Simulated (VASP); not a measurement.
Crystal: Na2S.

```
S Na
1.0
     0.00000    3.25543    3.25543
     3.25543    0.00000    3.25543
     3.25543    3.25543    0.00000
S Na
1 2
Direct
  0.00000 0.00000 0.00000
  0.25000 0.25000 0.25000
  0.75000 0.75000 0.75000
```

Base run:

```yaml
Program: VASP 6.6.1
Functional: PBE-based global hybrid with 5 % exact exchange
Potentials_or_basis: VASP PAW PBE potentials, release 64 (S, Na_pv)
Cutoff: 400 eV
k_mesh: 4 × 4 × 4
Occupations: gaussian, width 0.01 eV
Spin: no spin polarisation
```

Its results: band gap on the k mesh 2.86 eV; pressure 0.5 GPa.

**Question.** The run is repeated on the same cell with these changes: functional from PBE-based global hybrid with 5 % exact exchange to r2SCAN50; cutoff from 400 eV to 440 eV; share of exact exchange from 0.05 to 0.5. What comes out?

**Answer.** Band gap on the k mesh 6.02 eV; pressure -0.7 GPa.

Caveats: the structure was generated, so it needn't be the stable form of Na2S; the PAW data sets were made with another functional, which shifts forces and pressure a little.

